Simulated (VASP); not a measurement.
Here is a VASP 6.6.1 calculation.

The input INCAR:

```
SYSTEM = SnO
PREC     = Accurate       ! precision mode
ENCUT    = 520            ! plane-wave cutoff, eV
EDIFF    = 1E-6           ! SCF threshold, eV
ISMEAR   = 0              ! smearing method
SIGMA    = 0.05           ! smearing width, eV
LREAL    = .FALSE.        ! projectors in reciprocal space
LASPH    = .TRUE.         ! aspherical terms in the spheres
NELM     = 100            ! most SCF steps
ALGO     = Normal         ! electronic algorithm
ISIF     = 2              ! what is computed and relaxed
LWAVE    = .FALSE.        ! write WAVECAR
LCHARG   = .FALSE.        ! write CHGCAR
NBANDS   = 28             ! bands
```

KPOINTS

```
Automatic mesh
0
G
  8 6 6
  0 0 0
```

Contents of POSCAR:

```
SnO
1.0
    3.3550050000      0.0000000000      0.0000000000
    0.0000000000      5.6741040000      0.0000000000
    0.0000000000      0.0000000000      4.2219700000
Sn O
2 2
Direct
    0.0948427950      0.2879879953      0.5131440000
    0.5000000000      0.7680910000      0.0131440000
    0.0000000000      0.8912500000      0.7368570000
    0.5000000000      0.1087500000      0.2368570000
```

Potentials or basis: VASP PAW LDA potentials, release 64 (Sn_d, O).

The run is started by

```bash
$ cat potpaw_LDA.64/Sn_d/POTCAR potpaw_LDA.64/O/POTCAR > POTCAR
$ mpirun -np 1 vasp_std > vasp.out
```

(1) What does it give for the band gap on the k mesh?

(2) Estimate the pressure.

Results:

(1) 0.87 eV, indirect (least direct gap 1.29 eV).

(2) -9.9 GPa.

Caveat: the cell differs from its parent crystal (atom 1 (Sn) moved by (+0.450, +0.000) A along [1 1 0] and z); spin-orbit coupling is left out, which moves the levels of the heavy elements; forces of over 1 eV/Å act on the atoms, so gaps and moduli don't describe the material at rest.
